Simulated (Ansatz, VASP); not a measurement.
**SnS in VASP and in Ansatz**

The input INCAR:

```
SYSTEM = SnS
  ALGO = Normal
  EDIFF = 1E-6
  ENCUT = 500
  GGA = PS
  GGA_COMPAT = .False.
  ISIF = 2
  ISMEAR = 0
  LASPH = .True.
  LCHARG = .True.
  LELF = .True.
  LREAL = .False.
  LVHAR = .True.
  LWAVE = .False.
  NBANDS = 50
  NELM = 120
  PREC = Accurate
  SIGMA = 0.05
```

KPOINTS

```
k-points
0
Gamma
  4 8 6
  0 0 0
```

File POSCAR:

```
SnS
1.0
   11.0967523774      0.0000000000      0.0000000000
    0.0000000000      3.9445641656      0.0000000000
    0.0000000000      0.0000000000      4.2315428581
Sn S
4 4
Direct
    0.1185767382      0.2500000000      0.1101694999
    0.3814232618      0.7500000000      0.6101694999
    0.6185767382      0.2500000000      0.3898305001
    0.8814232618      0.7500000000      0.8898305001
    0.8533462424      0.2500000000      0.4747534667
    0.6466537576      0.7500000000      0.9747534667
    0.3533462424      0.2500000000      0.0252465333
    0.1466537576      0.7500000000      0.5252465333
```

Input for Ansatz:

```yaml
crystal:
  lattice:
    - [11.0967523774, 0.0, 0.0]
    - [0.0, 3.9445641656, 0.0]
    - [0.0, 0.0, 4.2315428581]
  atoms:
    - { symbol: Sn, position: [0.1185767382, 0.25, 0.1101694999] }
    - { symbol: Sn, position: [0.3814232618, 0.75, 0.6101694999] }
    - { symbol: Sn, position: [0.6185767382, 0.25, 0.3898305001] }
    - { symbol: Sn, position: [0.8814232618, 0.75, 0.8898305001] }
    - { symbol: S, position: [0.8533462424, 0.25, 0.4747534667] }
    - { symbol: S, position: [0.6466537576, 0.75, 0.9747534667] }
    - { symbol: S, position: [0.3533462424, 0.25, 0.0252465333] }
    - { symbol: S, position: [0.1466537576, 0.75, 0.5252465333] }
basis:
  ecutwfc: 420
kpoints:
  mp_grid: { grid: [4, 8, 6] }
hamiltonian:
  xc: pbesol
scf:
  occupations: { method: gaussian, width: 0.05 }
output:
  forces: true
  stress: true
  eigenvalues: true
```

Change from the starting cell: strain -0.0100 x Voigt [0, 1, 0, 0, 0, 0], atoms carried along.

Alike in both runs: task single point; functional PBEsol; k mesh 4 × 8 × 6; occupations gaussian, width 0.05 eV; no spin polarisation.

```csv
,VASP,Ansatz
version,VASP 6.6.1,Ansatz 0.2.0
potentials or method,"VASP PAW PBE potentials, release 64 (Sn_d, S), cutoff 500 eV","scalar-relativistic, plane waves, PAW"
valence electrons in the cell,80,80
```

VASP gave:

* gap on the k mesh at the Fermi level (eV): 0.60
* least direct gap on the mesh (eV): 1.08
* pressure (GPa): 0.7
* traceless stress, the component that is largest in VASP (GPa): 0.42
* rms of the force components (eV/Å): 0.028

**Question.** Estimate Ansatz's values.

**Answer.** gap on the k mesh at the Fermi level (eV): 0.61; least direct gap on the mesh (eV): 1.09; pressure (GPa): 0.7; traceless stress, the component that is largest in VASP (GPa): 0.43; rms of the force components (eV/Å): 0.023.

VASP's potentials were made for PBE, not for PBEsol. Atom by atom the forces differ by 0.005 eV/Å (rms over components).
